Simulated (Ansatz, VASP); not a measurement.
# Si: VASP beside Ansatz

POSCAR

```
Si
1.0
    0.0000000000      2.7262830000      2.7262830000
    2.7262830000      0.0000000000      2.7262830000
    2.7262830000      2.7262830000      0.0000000000
Si
2
Direct
    0.0000000000      0.0000000000      0.0000000000
    0.2500000000      0.2500000000      0.2500000000
```

Contents of INCAR.step1:

```
PREC = Accurate
ENCUT = 520
ISMEAR = 0
SIGMA = 0.097
LREAL = F
LASPH = T
NELM = 100
NBANDS = 11
GGA = PE
ALGO = Normal
EDIFF = 1E-4
LWAVE = T
LCHARG = F
```

INCAR.step2

```
PREC = Accurate
ENCUT = 520
EDIFF = 1E-6
ISMEAR = 0
SIGMA = 0.097
LREAL = F
LASPH = T
NELM = 100
ALGO = Normal
ISIF = 2
LWAVE = F
LCHARG = T
METAGGA = R2SCAN
LMIXTAU = T
LELF = T
LVHAR = T
NBANDS = 11
ISTART = 1
```

Contents of KPOINTS:

```
Automatic mesh
0
Gamma
  8 8 8
```

Input for Ansatz:

```yaml
crystal:
  lattice:
    - [0.0, 2.726283, 2.726283]
    - [2.726283, 0.0, 2.726283]
    - [2.726283, 2.726283, 0.0]
  atoms:
    - { symbol: Si, position: [0.0, 0.0, 0.0] }
    - { symbol: Si, position: [0.25, 0.25, 0.25] }
  symmetry: { tolerance: 0.0003 }
kpoints:
  mp_grid: { grid: [8, 8, 8], shift: [0, 0, 0] }
  band_path:
    path:
      - [0.0, 0.0, 0.0]
      - [0.5, 0.0, 0.5]
      - [0.625, 0.25, 0.625]
      - [0.375, 0.375, 0.75]
      - [0.0, 0.0, 0.0]
      - [0.5, 0.5, 0.5]
      - [0.5, 0.25, 0.75]
      - [0.5, 0.0, 0.5]
    npoints: 8
magnetization:
  spin_polarized: false
scf:
  occupations: { method: gaussian, width: 0.097 }
  lower_state_search: "off"
  max_iter: 200
hamiltonian:
  pseudopotentials: { kind: paw }
  xc: r2scan
basis:
  ecutwfc: 500
  fft_grid_basis: typed
output:
  forces: true
  stress: true
  eigenvalues: true
  bader: true
  populations: true
  elf: true
  write_potential: true
  volumetric_format: npy
  dos:
    e_range: [-12, 8]
    de: 0.05
    projected: { site_lists: { Si: [Si] } }
checkpoint:
  read: saved_state
```

Alike in both runs: task single point; functional r2SCAN; k mesh 8 × 8 × 8; occupations gaussian, width 0.097 eV; no spin polarisation.

|  | VASP | Ansatz |
| --- | --- | --- |
| version | VASP 6.6.1 | Ansatz 0.2.0 |
| potentials or method | VASP PAW PBE potentials, release 64 (Si), cutoff 520 eV | PAW plane waves |
| valence electrons in the cell | 8 | 8 |

Ansatz gave:

```
gap on the k mesh at the Fermi level (eV) : 0.82
pressure (GPa)                            : -0.4
```

Task: Which values does VASP return?

Result: gap on the k mesh at the Fermi level (eV): 0.83; pressure (GPa): -0.7.

VASP's potentials were made for PBE, not for r2SCAN.
